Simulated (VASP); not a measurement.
Wanted: the native input for a VASP 6.6.1 run.

```yaml
Task: single point
Functional: PBE
Potentials_or_basis: VASP PAW PBE potentials, release 64 (As)
Cutoff: 520 eV
k_mesh: 15 × 15 × 14
Occupations: fermi-dirac, width 0.05 eV
Spin: no spin polarisation
Dipole_correction: no
Further_INCAR_settings: ALGO = Normal; EDIFF = 1e-07; NBANDS = 8
```

The structure of As lies in POSCAR:

```
As
1.0
    2.6516256966      0.0000000000      0.0000000000
   -1.3258128483      2.2963752146      0.0000000000
    0.0000000000      0.0000000000      2.4705235362
As
1
Direct
    0.0000000000      0.0000000000      0.0000000000
```

The input as run:

INCAR

```
SYSTEM = As
ALGO     = Normal         ! electronic algorithm
EDIFF    = 1E-7           ! SCF threshold, eV
ENCUT    = 520            ! plane-wave cutoff, eV
GGA      = PE             ! functional
ISIF     = 2              ! what is computed and relaxed
ISMEAR   = -1             ! smearing method
LASPH    = .TRUE.         ! aspherical terms in the spheres
LCHARG   = .FALSE.        ! write CHGCAR
LREAL    = .FALSE.        ! projectors in reciprocal space
LWAVE    = .FALSE.        ! write WAVECAR
NBANDS   = 8              ! bands
NELM     = 100            ! most SCF steps
PREC     = Accurate       ! precision mode
SIGMA    = 0.05           ! smearing width, eV
```

KPOINTS

```
k-points
0
G
  15 15 14
  0 0 0
```

Potentials or basis: VASP PAW PBE potentials, release 64 (As).

The run is started by

```bash
$ cat potpaw_PBE.64/As/POTCAR > POTCAR
$ mpirun -np 1 vasp_std > vasp.out
```

Results of the run:

The pressure is 42.7 GPa.

Run time: 10 s on 1 thread of Intel(R) Xeon(R) 6975P-C (Granite Rapids), with other jobs on the host, peak memory 0.13 GiB.
